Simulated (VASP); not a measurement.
# Ge (Cmmm) in VASP: single point with PBE

Aim: the single point of Ge with PBE.

All numbers are computed with VASP 6.6.1; they aren't measurements. Logs are shortened: lines on timing, memory, paths and dates and some standing lists are left out, and cuts for length are marked.

### Step 1. The cell of the first run

The structure is orthorhombic, space group Cmmm (No. 65). The conventional cell has a = 2.794 Å, b = 5.201 Å, c = 2.698 Å, α = 90.00°, β = 90.00°, γ = 90.00°. Within 3.6 Å of Ge (site symmetry mmm) lie 8 Ge at 2.70 to 2.95 Å.

### Step 2. Single point, PBE

Input file INCAR:

```
SYSTEM = Ge
  ALGO = Normal
  EDIFF = 1E-7
  ENCUT = 520
  GGA = PE
  ISIF = 2
  ISMEAR = 0
  LASPH = .True.
  LCHARG = .False.
  LREAL = .False.
  LWAVE = .False.
  NBANDS = 13
  NELM = 80
  PREC = Accurate
  SIGMA = 0.1
```

Input file KPOINTS:

```
k-points
0
Gamma
  8 8 6
  0 0 0
```

Input file POSCAR:

```
Ge
1.0
    1.3971490000     -2.6005160000      0.0000000000
    1.3971490000      2.6005160000      0.0000000000
    0.0000000000      0.0000000000      2.6982310000
Ge
1
Direct
    0.5000000000      0.5000000000      0.0000000000
```

Potentials or basis: VASP PAW PBE potentials, release 64 (Ge_d).

The run is started by

```
cat potpaw_PBE.64/Ge_d/POTCAR > POTCAR
mpirun -np 1 vasp_std > vasp.out
```

OUTCAR:

```text
SYSTEM = Ge
   EDIFF = 1E-7
   ENCUT = 520
   GGA = PE
   ISIF = 2
   ISMEAR = 0
   LASPH = .True.
   LREAL = .False.
   NELM = 80
   PREC = Accurate

 ion  position               nearest neighbor table
   1  0.500  0.500  0.000-

  LATTYP: Found a base centered orthorhombic cell.
 ALAT       =     2.7942980000
 B/A-ratio  =     1.8613018368
 C/A-ratio  =     0.9656203454

  Lattice vectors:

 A1 = (   1.3971490000,  -2.6005160000,   0.0000000000)
 A2 = (   1.3971490000,   2.6005160000,   0.0000000000)
 A3 = (   0.0000000000,   0.0000000000,   2.6982310000)

Analysis of symmetry for initial positions (statically):
=====================================================================
 Subroutine PRICEL returns:
 Original cell was already a primitive cell.

 Routine SETGRP: Setting up the symmetry group for a
 base centered orthorhombic supercell.

 Subroutine GETGRP returns: Found  8 space group operations
 (whereof  8 operations were pure point group operations)
 out of a pool of  8 trial point group operations.

The static configuration has the point symmetry D_2h.

Analysis of symmetry for dynamics (positions and initial velocities):
=====================================================================
 Subroutine PRICEL returns:
 Original cell was already a primitive cell.

 Routine SETGRP: Setting up the symmetry group for a
 base centered orthorhombic supercell.

 Subroutine GETGRP returns: Found  8 space group operations
 (whereof  8 operations were pure point group operations)
 out of a pool of  8 trial point group operations.

The dynamic configuration has the point symmetry D_2h.

 Subroutine INISYM returns: Found  8 space group operations
 (whereof  8 operations are pure point group operations),
 and found     1 'primitive' translations

----------------------------------------------------------------------------------------

                                     Primitive cell

  volume of cell :      19.6070

  direct lattice vectors                    reciprocal lattice vectors
     1.397149000 -2.600516000  0.000000000     0.357871637 -0.192269534  0.000000000
     1.397149000  2.600516000  0.000000000     0.357871637  0.192269534  0.000000000
     0.000000000  0.000000000  2.698231000     0.000000000  0.000000000  0.370613191

  length of vectors
     2.952068562  2.952068562  2.698231000     0.406250763  0.406250763  0.370613191

  position of ions in fractional coordinates (direct lattice)
     0.500000000  0.500000000  0.000000000

  ion indices of the primitive-cell ions
   primitive index   ion index
                 1           1

----------------------------------------------------------------------------------------

 KPOINTS: k-points

Automatic generation of k-mesh.
 Grid dimensions read from file:
 generate k-points for:    8    8    6

 Generating k-lattice:

  Cartesian coordinates                     Fractional coordinates (reciprocal lattice)
     0.044733955 -0.024033692  0.000000000     0.125000000  0.000000000  0.000000000
     0.044733955  0.024033692  0.000000000     0.000000000  0.125000000  0.000000000
     0.000000000  0.000000000  0.061768865     0.000000000  0.000000000  0.166666667

  Length of vectors
     0.050781345  0.050781345  0.061768865

  Shift w.r.t. Gamma in fractional coordinates (k-lattice)
     0.000000000  0.000000000  0.000000000

 Subroutine IBZKPT returns following result:
 ===========================================

 Found     84 irreducible k-points:

 Following reciprocal coordinates:
            Coordinates               Weight
  0.000000  0.000000  0.000000      1.000000
  0.125000  0.000000  0.000000      4.000000
  0.250000  0.000000  0.000000      4.000000
  0.375000  0.000000  0.000000      4.000000
  0.500000  0.000000  0.000000      2.000000
  0.125000  0.125000  0.000000      2.000000
[... 16 lines left out ...]
  0.125000  0.000000  0.166667      8.000000
  0.250000  0.000000  0.166667      8.000000
 [... further k-points ...]
   k-points           NKPTS =     84   k-points in BZ     NKDIM =     84   number of bands    NBANDS=     13
   number of dos      NEDOS =    301   number of ions     NIONS =      1
   total plane-waves  NPLWV =  11520
   dimension x,y,z NGX =    24 NGY =   24 NGZ =   20
   dimension x,y,z NGXF=    48 NGYF=   48 NGZF=   40
   ions per type =               1
   NGX,Y,Z   is equivalent  to a cutoff of  13.52, 13.52, 12.32 a.u.
   NGXF,Y,Z  is equivalent  to a cutoff of  27.03, 27.03, 24.65 a.u.
 SYSTEM =  Ge
   PREC   = accura    normal or accurate (medium, high low for compatibility)
   ISTART =      0    job   : 0-new  1-cont  2-samecut
   ICHARG =      2    charge: 1-file 2-atom 10-const
   ISPIN  =      1    spin polarized calculation?
   LNONCOLLINEAR =      F non collinear calculations
   LSORBIT =      F    spin-orbit coupling
   LASPH  =      T    aspherical Exc in radial PAW
   ENCUT  =  520.0 eV  38.22 Ry    6.18 a.u.   5.49  5.49  5.02*2*pi/ulx,y,z
   NELM   =     80;   NELMIN=  2; NELMDL= -5     # of ELM steps
   EDIFF  = 0.1E-06   stopping-criterion for ELM
   LREAL  =      F    real-space projection
   EDIFFG = 0.1E-05   stopping-criterion for IOM
   NSW    =      0    number of steps for IOM
   IBRION =     -1    ionic relax: 0-MD 1-quasi-New 2-CG
   NFREE  =      0    steps in history (QN), initial steepest desc. (CG)
   ISIF   =      2    stress and relaxation
   ISYM   =      2    0-nonsym 1-usesym 2-fastsym
   POTIM  = 0.5000    time-step for ionic-motion
   TEBEG  =    0.0;   TEEND  =   0.0 temperature during run
   PSTRESS=    0.0 pullay stress
   NELECT =      14.0000    total number of electrons
   NUPDOWN=      -1.0000    fix difference up-down
   EMIN   =  10.00;   EMAX   =-10.00  energy-range for DOS
   EFERMI =   0.00;   METHOD = LEGACY
   ISMEAR =     0;   SIGMA  =   0.10  broadening in eV -4-tet -1-fermi 0-gaus
   EFERMI_NEDOS =   21; number of points for ismear=-14 and -15
   IALGO  =     38    algorithm
   IMIX   =      4    mixing-type and parameters
     AMIX     =   0.40;   BMIX     =  1.00
     AMIX_MAG =   1.60;   BMIX_MAG =  1.00
  volume/ion in A,a.u.               =      19.61       132.31
  Fermi-wavevector in a.u.,A,eV,Ry     =   1.463234  2.765111 29.130796  2.141053
  Thomas-Fermi vector in A             =   2.579353
   LORBIT       =      0    0 simple, 1 ext, 2 COOP (PROOUT), +10 PAW based schemes
   GGA     = PE    functional components
   LHFCALC =     F    Hartree Fock is set to
   AEXX    =    0.0000 exact exchange contribution
   IVDW    =     0    specifies the selected vdW correction
   LEPSILON=     F    determine dielectric tensor
   LRPA    =     F    only Hartree local field effects (RPA)
 non-spin polarized calculation
 Gauss-broadening in eV      SIGMA  =   0.10
  energy-cutoff  :      520.00
  volume of cell :       19.61
 maximum number of plane-waves:       541
 NGX is ok and might be reduce to    24
   NGX = 11   NGY = 11   NGZ = 11

 number of electron      14.0000003 magnetization

 Free energy of the ion-electron system (eV)
  ---------------------------------------------------
  ext. energy  EPLUGINS =         0.00000000
  ---------------------------------------------------
  free energy    TOTEN  =        -4.30638892 eV

  energy without entropy =       -4.30310572  energy(sigma->0) =       -4.30474732

 E-fermi :   6.1226     XC(G=0): -11.0412

 val. band max:        6.1093519754   @ k =   0.2500   0.2500   0.1667
 cond. band min:       6.1822917378   @ k =  -0.3750   0.3750   0.3333
 fundamental gap:      0.0729397624
 Fermi energy:         6.1225543460

 k-point     1 :       0.0000    0.0000    0.0000
  band No.  band energies     occupation
      1     -18.5501      2.00000
      2     -18.4857      2.00000
      3     -18.4350      2.00000
      4     -18.3401      2.00000
      5     -18.3162      2.00000
      6      -6.6494      2.00000
      7      12.8732      0.00000
      8      13.3472      0.00000
      9      14.8581      0.00000
     10      16.3664      0.00000
     11      18.7142      0.00000
     12      21.0868      0.00000
     13      21.2232      0.00000

 k-point     2 :       0.1250    0.0000    0.0000
  band No.  band energies     occupation
      1     -18.5406      2.00000
      2     -18.4700      2.00000
      3     -18.4358      2.00000
      4     -18.3425      2.00000
      5     -18.3234      2.00000
      6      -6.2704      2.00000
      7      11.5712      0.00000
      8      12.6813      0.00000
      9      13.2398      0.00000
     10      16.8567      0.00000
     11      17.9354      0.00000
     12      20.6053      0.00000
     13      23.2978      0.00000

 k-point     3 :       0.2500    0.0000    0.0000
  band No.  band energies     occupation
      1     -18.5252      2.00000
      2     -18.4553      2.00000
      3     -18.4069      2.00000
      4     -18.3514      2.00000
      5     -18.3376      2.00000
      6      -5.1378      2.00000
      7       7.3293      0.00000
      8      11.0639      0.00000
      9      14.2905      0.00000
     10      15.2810      0.00000
     11      18.5594      0.00000
     12      23.9012      0.00000
     13      27.0862      0.00000

 k-point     4 :       0.3750    0.0000    0.0000
  band No.  band energies     occupation
      1     -18.5236      2.00000
      2     -18.4472      2.00000
      3     -18.3667      2.00000
      4     -18.3584      2.00000
      5     -18.3452      2.00000
      6      -3.3039      2.00000
      7       3.3714      2.00000
      8      10.0218      0.00000
      9      14.0798      0.00000
     10      15.7874      0.00000
     11      20.2954      0.00000
     12      24.6722      0.00000
     13      25.5455      0.00000

 k-point     5 :       0.5000    0.0000    0.0000
  band No.  band energies     occupation
      1     -18.5265      2.00000
      2     -18.4414      2.00000
      3     -18.3740      2.00000
      4     -18.3474      2.00000
      5     -18.3373      2.00000
      6      -1.5971      2.00000
      7       0.9348      2.00000
      8       9.6607      0.00000
      9      13.6825      0.00000
     10      16.7383      0.00000
     11      22.6792      0.00000
     12      22.7492      0.00000
     13      23.0327      0.00000

 k-point     6 :       0.1250    0.1250    0.0000
  band No.  band energies     occupation
      1     -18.5265      2.00000
      2     -18.4530      2.00000
      3     -18.4209      2.00000
      4     -18.3436      2.00000
      5     -18.3405      2.00000
      6      -5.4697      2.00000
      7       8.7181      0.00000
      8      10.9099      0.00000
      9      13.9953      0.00000
     10      17.3663      0.00000
     11      17.7849      0.00000
     12      19.8696      0.00000
     13      28.2921      0.00000

 k-point     7 :       0.2500    0.1250    0.0000
  band No.  band energies     occupation
      1     -18.5133      2.00000
      2     -18.4582      2.00000
      3     -18.3707      2.00000
      4     -18.3598      2.00000
      5     -18.3472      2.00000
      6      -3.9346      2.00000
      7       5.0691      2.00000
      8       8.7118      0.00000
      9      15.3242      0.00000
     10      16.8287      0.00000
     11      19.5982      0.00000
     12      22.5554      0.00000
     13      26.0964      0.00000
[... 193 lines left out ...]
 k-point    20 :      -0.3750    0.3750    0.0000
  band No.  band energies     occupation
      1     -18.5381      2.00000
      2     -18.4624      2.00000
      3     -18.3741      2.00000
      4     -18.3623      2.00000
      5     -18.3228      2.00000
      6      -3.7507      2.00000
      7       2.6877      2.00000
      8      11.7707      0.00000
      9      15.3343      0.00000
     10      15.6355      0.00000
     11      20.0435      0.00000
     12      24.1214      0.00000
     13      24.8069      0.00000

 k-point    21 :       0.5000    0.5000    0.0000
  band No.  band energies     occupation
      1     -18.5404      2.00000
      2     -18.4544      2.00000
      3     -18.3798      2.00000
      4     -18.3497      2.00000
      5     -18.3239      2.00000
      6      -2.4551      2.00000
      7       0.7176      2.00000
      8      11.4373      0.00000
      9      15.3552      0.00000
     10      16.0769      0.00000
     11      21.9765      0.00000
     12      22.3819      0.00000
     13      22.7325      0.00000

 k-point    22 :       0.0000    0.0000    0.1667
  band No.  band energies     occupation
      1     -18.5010      2.00000
      2     -18.4826      2.00000
      3     -18.4328      2.00000
      4     -18.3571      2.00000
      5     -18.3325      2.00000
      6      -6.1024      2.00000
      7       8.2758      0.00000
      8      13.8628      0.00000
      9      15.3758      0.00000
     10      18.8646      0.00000
     11      20.6299      0.00000
     12      21.7209      0.00000
     13      22.2198      0.00000

 k-point    23 :       0.1250    0.0000    0.1667
  band No.  band energies     occupation
      1     -18.4908      2.00000
      2     -18.4670      2.00000
      3     -18.4333      2.00000
      4     -18.3599      2.00000
      5     -18.3406      2.00000
      6      -5.7238      2.00000
      7       8.6040      0.00000
      8      12.2266      0.00000
      9      13.2061      0.00000
     10      18.0301      0.00000
     11      20.8980      0.00000
     12      22.5307      0.00000
     13      23.5925      0.00000

 k-point    24 :       0.2500    0.0000    0.1667
  band No.  band energies     occupation
      1     -18.4866      2.00000
      2     -18.4392      2.00000
      3     -18.4048      2.00000
      4     -18.3708      2.00000
      5     -18.3557      2.00000
      6      -4.5926      2.00000
      7       7.7353      0.00000
      8       9.9253      0.00000
      9      11.5782      0.00000
     10      15.9322      0.00000
     11      21.8786      0.00000
     12      23.8499      0.00000
     13      25.2347      0.00000

 [... further k-points ...]
[... 5 lines left out ...]
  --------------------------------------------------------------------------------------
  -------------------------------------------------------------------------------------
  Total        0.5166585     -0.7310915     -0.3919252      0.0000000      0.0000000      0.0000000
  in kB       42.2184998    -59.7407836    -32.0259744      0.0000000      0.0000000      0.0000000
  external PRESSURE =     -16.5160860 kB  Pullay stress =       0.0000000 kB

 VOLUME and BASIS-vectors are now :
 -----------------------------------------------------------------------------
  energy-cutoff  :      520.00
  volume of cell :       19.61
      direct lattice vectors                 reciprocal lattice vectors
     1.397149000 -2.600516000  0.000000000     0.357871637 -0.192269534  0.000000000
     1.397149000  2.600516000  0.000000000     0.357871637  0.192269534  0.000000000
     0.000000000  0.000000000  2.698231000     0.000000000  0.000000000  0.370613191

 POSITION                                       TOTAL-FORCE (eV/Angst)
 -----------------------------------------------------------------------------------
      1.39715      0.00000      0.00000        -0.000000      0.000000      0.000000
 -----------------------------------------------------------------------------------
    total drift:                               -0.000000     -0.000000     -0.000000

  FREE ENERGIE OF THE ION-ELECTRON SYSTEM (eV)
  ---------------------------------------------------
  free  energy   TOTEN  =        -4.3063889234 eV

  energy  without entropy=       -4.3031057239  energy(sigma->0) =       -4.30474732
```

It took 11 s on 1 thread of Intel Xeon Platinum 8259CL at 2.50GHz (Skylake/Cascade Lake), shared host; peak memory 0.14 GiB.

What came out:

```
Free energy            : -4.3064 eV
Pressure               : -1.7 GPa
Band gap on the k mesh : zero (band 7 reaches 12.87 eV, above the bottom of band 8 at 3.96 eV)
```

Levels at points of the mesh, in eV from the Fermi level:
| k point | band 3 | band 4 | band 5 | band 6 | band 7 | band 8 | band 9 | band 10 | band 11 | band 12 |
| --- | --- | --- | --- | --- | --- | --- | --- | --- | --- | --- |
| (0.00, 0.00, 0.00) | -24.56 | -24.46 | -24.44 | -12.77 | 6.75 | 7.22 | 8.74 | 10.24 | 12.59 | 14.96 |
| (0.50, 0.00, 0.00) | -24.50 | -24.47 | -24.46 | -7.72 | -5.19 | 3.54 | 7.56 | 10.62 | 16.56 | 16.63 |
| (0.50, 0.50, 0.00) | -24.50 | -24.47 | -24.45 | -8.58 | -5.40 | 5.31 | 9.23 | 9.95 | 15.85 | 16.26 |
| (0.00, 0.00, 0.50) | -24.53 | -24.50 | -24.47 | -9.00 | -5.59 | 10.05 | 11.56 | 16.13 | 16.19 | 17.35 |
| (0.50, 0.00, 0.50) | -24.54 | -24.46 | -24.37 | -3.56 | -2.13 | -1.52 | 3.75 | 6.41 | 11.71 | 13.25 |
| (0.50, 0.50, 0.50) | -24.52 | -24.47 | -24.39 | -4.52 | -2.29 | -2.17 | 3.37 | 8.20 | 13.52 | 14.94 |

Caveat: the k points lie up to 0.39 Å⁻¹ apart.
